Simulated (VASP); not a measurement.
Here is a VASP 6.6.1 calculation.

The input INCAR:

```
PREC = Accurate
ENCUT = 520
EDIFF = 1E-6
ISMEAR = 0
SIGMA = 0.05
LREAL = False
LASPH = True
NELM = 80
ALGO = Normal
ISIF = 2
LWAVE = False
LCHARG = False
GGA = PE
NBANDS = 16
```

Contents of KPOINTS:

```
regular mesh
0
Gamma
  6 6 6
```

The input POSCAR:

```
BN
1.0
    0.0000000000     -1.8123937734     -1.8123937734
   -1.8123937734      0.0000000000     -1.8123937734
    1.8123937734      1.8123937734     -3.6247875468
B N
2 2
Direct
   -0.0031987340      0.0142621553      0.0000000000
    0.5031987340      0.4857378447      0.5000000000
    0.3717265265      0.3895953952      0.8750000000
    0.8782734735      0.8604046048      0.3750000000
```

Potentials or basis: VASP PAW PBE potentials, release 64 (B, N).

Launch:

```bash
$ cat potpaw_PBE.64/B/POTCAR potpaw_PBE.64/N/POTCAR > POTCAR
$ mpirun -np 1 vasp_std > vasp.out
```

Question: What does it give for the pressure?

Answer: 0.2 GPa.

Question: Estimate the largest force.

Answer: 0.409 eV/Å.

Forces on the atoms (eV/Å):
```
B    0.236 -0.053  0.186
B   -0.241  0.054 -0.184
N    0.320 -0.072  0.245
N   -0.315  0.071 -0.247
```

Caveat: the k points lie up to 0.48 Å⁻¹ apart; the cell differs from its parent crystal (mode 4 frozen in at -0.034 Å and mode 5 at +0.000 Å (largest displacements)).
